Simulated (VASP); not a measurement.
The system is TiO2.

```
Ti O
1.0
     4.64306    0.00000    0.00000
     0.00000    4.64306    0.00000
     0.00000    0.00000    2.96402
Ti O
2 4
Direct
  0.03465 0.03928 0.86378
  0.45911 0.47338 0.50271
  0.32537 0.27482 0.11017
  0.23761 0.80943 0.49941
  0.65284 0.70032 0.04325
  0.79043 0.20277 0.48068
```

Base run:

| Item | Value |
| --- | --- |
| Program | VASP 6.6.1 |
| Functional | PBE |
| Dispersion | D4 |
| Potentials or basis | VASP PAW PBE potentials, release 64 (Ti_sv, O) |
| Cutoff | 520 eV |
| k mesh | 6 × 6 × 8 |
| Occupations | gaussian, width 0.05 eV |
| Spin | no spin polarisation |

Its results: band gap on the k mesh 1.39 eV (least direct gap 1.67 eV); pressure 16.4 GPa; largest force 10.926 eV/Å.

Problem. The run is repeated on the same cell with these changes: dispersion from D4 to none; further incar settings from ALGO = Normal; EDIFF = 1e-06; NBANDS = 33 to ALGO = Normal; EDIFF = 1e-07; NBANDS = 33. What comes out?

Solution. Band gap on the k mesh 1.39 eV (least direct gap 1.68 eV); pressure 20.1 GPa; largest force 10.964 eV/Å.

Caveats: the cell stands under pressure; forces of over 1 eV/Å act on the atoms, so gaps and moduli don't describe the material at rest.

A k mesh can miss the band edges.
